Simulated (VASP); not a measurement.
TePb, 2 atoms in the cell. The structure is cubic, space group Fm-3m (No. 225). The conventional cell has a = 6.507 Å, b = 6.507 Å, c = 6.507 Å, α = 90.00°, β = 90.00°, γ = 90.00°. Te (site symmetry m-3m) has 6 Pb at 3.25 Å within 4.3 Å. Pb (site symmetry m-3m) has 6 Te at 3.25 Å within 4.3 Å.  This cell differs from its parent crystal: volume scaled by 1.025.

| Property | Result |
| --- | --- |
| Program | VASP 6.6.1 |
| Task | electric field gradients |
| Functional | PBE |
| Potentials or basis | VASP PAW PBE potentials, release 64 (Te, Pb_d) |
| Cutoff | 520 eV |
| k mesh | 10 × 10 × 10 |
| Occupations | fermi-dirac, width 0.03 eV |
| Spin | no spin polarisation |
| Dipole correction | no |
| Further INCAR settings | ALGO = Normal; EDIFF = 1e-08; NBANDS = 17 |

Potentials or basis: VASP PAW PBE potentials, release 64 (Te, Pb_d).

Command:

```bash
$ cat potpaw_PBE.64/Te/POTCAR potpaw_PBE.64/Pb_d/POTCAR > POTCAR
$ mpirun -np 1 vasp_std > vasp.out
```

Hardware: 1 thread of Intel(R) Xeon(R) Platinum 8488C (Sapphire Rapids), on a shared host.

How long does it take, and how much memory?

It took 42 s on 1 thread of Intel(R) Xeon(R) Platinum 8488C (Sapphire Rapids) (shared host), peak memory 0.23 GiB. Counts: scf iterations 17, k points 47.
